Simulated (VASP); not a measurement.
Wanted: the native input for a VASP 6.6.1 run.

- Task: relaxation of cell and atoms
- Functional: PBE
- Potentials or basis: VASP PAW PBE potentials, release 64 (Mg)
- Cutoff: 600 eV
- k mesh: 16 × 16 × 16
- Occupations: gaussian, width 0.1 eV
- Spin: no spin polarisation
- Dipole correction: no
- Further INCAR settings: ALGO = Fast; EDIFF = 1e-06; IBRION = 2; EDIFFG = -0.01; NSW = 80; ISIF = 3

The structure of Mg lies in POSCAR:

```
Mg
1.0
    0.0000000000      2.2601413364      2.2601413364
    2.2601413364      0.0000000000      2.2601413364
    2.2601413364      2.2601413364      0.0000000000
Mg
1
Direct
    0.0000000000      0.0000000000      0.0000000000
```

The input as run:

INCAR

```
PREC = Accurate
ENCUT = 600
EDIFF = 1E-6
ISMEAR = 0
SIGMA = 0.1
LREAL = F
LASPH = T
NELM = 80
ALGO = Fast
ISIF = 3
LWAVE = F
LCHARG = F
GGA = PE
IBRION = 2
NSW = 80
EDIFFG = -0.01
```

KPOINTS

```
regular mesh
0
Gamma
  16 16 16
```

Potentials or basis: VASP PAW PBE potentials, release 64 (Mg).

Command:

```console
$ cat potpaw_PBE.64/Mg/POTCAR > POTCAR
$ mpirun -np 1 vasp_std > vasp.out
```

Results of the run:

```
Pressure after relaxing : -0.1 GPa
Band gap on the k mesh  : zero (band 1 reaches 4.03 eV, above the bottom of band 2 at 1.31 eV)
```

Caveat: the relaxation stopped at its first step, so nothing moved.

It took 23 s on 1 thread of AMD EPYC 7R43 64-Core Processor (Zen 3), with other jobs on the host, peak memory 0.13 GiB.
